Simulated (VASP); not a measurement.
# Al12O in VASP: relaxation of the atoms with PBE

Aim: the relaxation of the atoms of Al12O with PBE.

Program: VASP 6.6.1. These are calculated values, not measurements. Logs are shortened: lines on timing, memory, paths and dates and some standing lists are left out, and cuts for length are marked.

## Step 1: The cell of the first run

The cell holds a slab with vacuum, 13 atoms: a = 5.714 Å, b = 5.714 Å, c = 20.101 Å, α = 90.00°, β = 90.00°, γ = 120.00°.

## Step 2: Relaxation of the atoms, PBE

The input, INCAR:

```
SYSTEM = Al12O
ALGO = Normal
DIPOL = 0.5 0.5 0.325
EDIFF = 1E-6
EDIFFG = -0.025
ENCUT = 520
GGA = PE
IBRION = 2
IDIPOL = 3
ISIF = 2
ISMEAR = 0
LASPH = .TRUE.
LCHARG = .FALSE.
LDIPOL = .TRUE.
LREAL = .FALSE.
LWAVE = .FALSE.
NELM = 100
NSW = 36
PREC = Accurate
SIGMA = 0.1
```

The input, KPOINTS:

```
k-points
0
G
  6 6 1
  0 0 0
```

The input, POSCAR:

```
Al12O
1.0
    5.7135165837      0.0000000000      0.0000000000
   -2.8567582918      4.9480505064      0.0000000000
    0.0000000000      0.0000000000     20.1013782092
Al O
12 1
Selective dynamics
Direct
    0.3333333333      0.1666666667      0.1989913308  F F F
    0.3333333333      0.6666666667      0.1989913308  F F F
    0.8333333333      0.1666666667      0.1989913308  F F F
    0.8333333333      0.6666666667      0.1989913308  F F F
    0.1666666667      0.3333333333      0.3134471539  F F F
    0.1666666667      0.8333333333      0.3134471539  F F F
    0.6666666667      0.3333333333      0.3134471539  F F F
    0.6666666667      0.8333333333      0.3134471539  F F F
    0.0000000000      0.0000000000      0.4278999241  F F F
    0.0000000000      0.5000000000      0.4278999241  F F F
    0.5000000000      0.0000000000      0.4278999241  F F F
    0.5000000000      0.5000000000      0.4278999241  F F F
    0.1666666667      0.3333333333      0.4602469777  F F T
```

Potentials or basis: VASP PAW PBE potentials, release 64 (Al, O).

Launch:

```console
$ cat potpaw_PBE.64/Al/POTCAR potpaw_PBE.64/O/POTCAR > POTCAR
$ mpirun -np 1 vasp_std > vasp.out
```

OUTCAR:

```text
SYSTEM = Al12O
   EDIFF = 1E-6
   EDIFFG = -0.025
   ENCUT = 520
   GGA = PE
   IBRION = 2
   ISIF = 2
   ISMEAR = 0
   LASPH = .TRUE.
   LREAL = .FALSE.
   NELM = 100
   NSW = 36
   PREC = Accurate

 ion  position               nearest neighbor table
   1  0.333  0.167  0.199-   5 2.83   6 2.83   7 2.83   2 2.86   2 2.86   3 2.86   3 2.86   4 2.86
                             4 2.86
   2  0.333  0.667  0.199-   6 2.83   5 2.83   8 2.83   1 2.86   1 2.86   4 2.86   4 2.86   3 2.86
                             3 2.86
   3  0.833  0.167  0.199-   7 2.83   8 2.83   5 2.83   4 2.86   4 2.86   1 2.86   1 2.86   2 2.86
                             2 2.86
   4  0.833  0.667  0.199-   8 2.83   7 2.83   6 2.83   3 2.86   3 2.86   2 2.86   2 2.86   1 2.86
                             1 2.86
   5  0.167  0.333  0.313-   9 2.83  12 2.83  10 2.83   1 2.83   2 2.83   3 2.83   6 2.86   6 2.86
                             7 2.86   7 2.86   8 2.86   8 2.86
   6  0.167  0.833  0.313-  10 2.83  11 2.83   9 2.83   2 2.83   1 2.83   4 2.83   5 2.86   5 2.86
                             8 2.86   8 2.86   7 2.86   7 2.86
   7  0.667  0.333  0.313-  11 2.83  10 2.83  12 2.83   3 2.83   4 2.83   1 2.83   8 2.86   8 2.86
                             5 2.86   5 2.86   6 2.86   6 2.86
   8  0.667  0.833  0.313-  12 2.83   9 2.83  11 2.83   4 2.83   3 2.83   2 2.83   7 2.86   7 2.86
                             6 2.86   6 2.86   5 2.86   5 2.86
   9  0.000  0.000  0.428-  13 1.77   5 2.83   8 2.83   6 2.83  10 2.86  10 2.86  11 2.86  11 2.86
                            12 2.86  12 2.86
  10  0.000  0.500  0.428-  13 1.77   6 2.83   7 2.83   5 2.83   9 2.86   9 2.86  12 2.86  12 2.86
                            11 2.86  11 2.86
  11  0.500  0.000  0.428-   7 2.83   6 2.83   8 2.83  12 2.86  12 2.86   9 2.86   9 2.86  10 2.86
                            10 2.86
  12  0.500  0.500  0.428-  13 1.77   8 2.83   5 2.83   7 2.83  11 2.86  11 2.86  10 2.86  10 2.86
                             9 2.86   9 2.86
  13  0.167  0.333  0.460-   9 1.77  12 1.77  10 1.77

  LATTYP: Found a hexagonal cell.
 ALAT       =     5.7135165837
 C/A-ratio  =     3.5182147308

  Lattice vectors:

 A1 = (   5.7135165837,   0.0000000000,   0.0000000000)
 A2 = (  -2.8567582918,   4.9480505064,   0.0000000000)
 A3 = (   0.0000000000,   0.0000000000,  20.1013782092)

Analysis of symmetry for initial positions (statically):
=====================================================================
 Subroutine PRICEL returns:
 Original cell was already a primitive cell.

 Routine SETGRP: Setting up the symmetry group for a
 hexagonal supercell.

 Subroutine GETGRP returns: Found  6 space group operations
 (whereof  2 operations were pure point group operations)
[... 187 lines left out ...]

------------------------ aborting loop because EDIFF is reached ----------------------------------------

  FORCE on cell =-STRESS in cart. coord.  units (eV):
  Direction    XX          YY          ZZ          XY          YZ          ZX
  --------------------------------------------------------------------------------------
  -------------------------------------------------------------------------------------
  Total       -0.0744093     -0.0744093      3.7369488     -0.0000000     -0.0000000     -0.0000000
  in kB       -0.2097850     -0.2097850     10.5357214     -0.0000000     -0.0000000     -0.0000000
  external PRESSURE =       3.3720505 kB  Pullay stress =       0.0000000 kB
[... 75 lines left out ...]
  FREE ENERGIE OF THE ION-ELECTRON SYSTEM (eV)
  ---------------------------------------------------
  free  energy   TOTEN  =       -50.7995799724 eV

  energy  without entropy=      -50.7555761055  energy(sigma->0) =      -50.77757804

 dipolmoment           0.000000      0.000000     -0.008761 electrons x Angstroem

--------------------------------------- Ionic step        3  -------------------------------------------

 number of electron      42.0000008 magnetization

------------------------ aborting loop because EDIFF is reached ----------------------------------------

 vacuum level on the upper side and lower side of the slab       (xc-potential included)         0.073        -0.086

  FORCE on cell =-STRESS in cart. coord.  units (eV):
  Direction    XX          YY          ZZ          XY          YZ          ZX
  --------------------------------------------------------------------------------------
  -------------------------------------------------------------------------------------
  Total       -3.2021349     -3.2021349      1.7456607     -0.0000000      0.0000000     -0.0000000
  in kB       -9.0279003     -9.0279003      4.9216074     -0.0000000      0.0000000     -0.0000000
  external PRESSURE =      -4.3780644 kB  Pullay stress =       0.0000000 kB
[... 34 lines left out ...]
--------------------------------------- Ionic step        4  -------------------------------------------

 number of electron      42.0000007 magnetization

 dipolmoment           0.000000      0.000000      0.026575 electrons x Angstroem

 Free energy of the ion-electron system (eV)
  ---------------------------------------------------
  ext. energy  EPLUGINS =         0.00000000
  ---------------------------------------------------
  free energy    TOTEN  =       -50.88773900 eV

  energy without entropy =      -50.84993816  energy(sigma->0) =      -50.86883858

 E-fermi :   0.3422     XC(G=0):  -4.5044

 val. band max:        0.3416351064   @ k =   0.5000   0.0000   0.0000
 cond. band min:       0.3812671670   @ k =   0.3333   0.1667   0.0000
 fundamental gap:      0.0396320606
 Fermi energy:         0.3422317126

 k-point     1 :       0.0000    0.0000    0.0000
  band No.  band energies     occupation
      1     -19.7596      2.00000
      2     -10.2325      2.00000
      3      -8.3981      2.00000
      4      -6.4429      2.00000
      5      -6.4429      2.00000
      6      -5.6147      2.00000
[... 206 lines left out ...]
     27       2.8357      0.00000
     28       2.8819      0.00000

------------------------ aborting loop because EDIFF is reached ----------------------------------------

 vacuum level on the upper side and lower side of the slab       (xc-potential included)        -0.063        -0.237

  FORCE on cell =-STRESS in cart. coord.  units (eV):
  Direction    XX          YY          ZZ          XY          YZ          ZX
  --------------------------------------------------------------------------------------
  -------------------------------------------------------------------------------------
  Total       -3.2775602     -3.2775602      1.6649857     -0.0000000     -0.0000000     -0.0000000
  in kB       -9.2405496     -9.2405496      4.6941574     -0.0000000     -0.0000000     -0.0000000
  external PRESSURE =      -4.5956473 kB  Pullay stress =       0.0000000 kB
[... 28 lines left out ...]
  FREE ENERGIE OF THE ION-ELECTRON SYSTEM (eV)
  ---------------------------------------------------
  free  energy   TOTEN  =       -50.8877389975 eV

  energy  without entropy=      -50.8499381588  energy(sigma->0) =      -50.86883858

 reached required accuracy - stopping structural energy minimisation

 vacuum level on the upper side and lower side of the slab         4.317         4.132
```

Run time: 14 min. Hardware: 1 thread of Intel Xeon Platinum 8559C (Emerald Rapids), shared host; peak memory 0.66 GiB.

Results:

```yaml
Free_energy: -50.8877 eV
Energy_gained_by_relaxing: 21.0 meV/atom
Ionic_steps: 4
Band_gap_on_the_k_mesh: zero (bands 21 and 22 overlap by 0.46 eV)
```

The path:
```tsv
step	energy change (eV)	largest force on free atoms (eV/Å)	pressure (GPa)
1	0.0000	2.1919	0.34
2	-0.1849	1.2834	-0.03
3	-0.2728	0.0674	-0.44
4	-0.2730	0.0020	-0.46
```

Final structure:
```
CELL_PARAMETERS angstrom
5.71352 0.00000 0.00000
-2.85676 4.94805 0.00000
0.00000 0.00000 20.10138
ATOMIC_POSITIONS crystal
Al 0.33333 0.16667 0.19899
Al 0.33333 0.66667 0.19899
Al 0.83333 0.16667 0.19899
Al 0.83333 0.66667 0.19899
Al 0.16667 0.33333 0.31345
Al 0.16667 0.83333 0.31345
Al 0.66667 0.33333 0.31345
Al 0.66667 0.83333 0.31345
Al 0.00000 0.00000 0.42790
Al 0.00000 0.50000 0.42790
Al 0.50000 0.00000 0.42790
Al 0.50000 0.50000 0.42790
O 0.16667 0.33333 0.47231
```

Levels at points of the mesh, in eV from the Fermi level:
```
           k point  band 19  band 20  band 21  band 22  band 23  band 24
(0.00, 0.00, 0.00)    -2.19    -1.84    -0.46    -0.25    -0.25     0.66
(0.50, 0.00, 0.00)    -0.58    -0.41    -0.10     0.00     1.02     1.08
```

The gap in the log of VASP goes by the Fermi energy; the results here count the filled bands.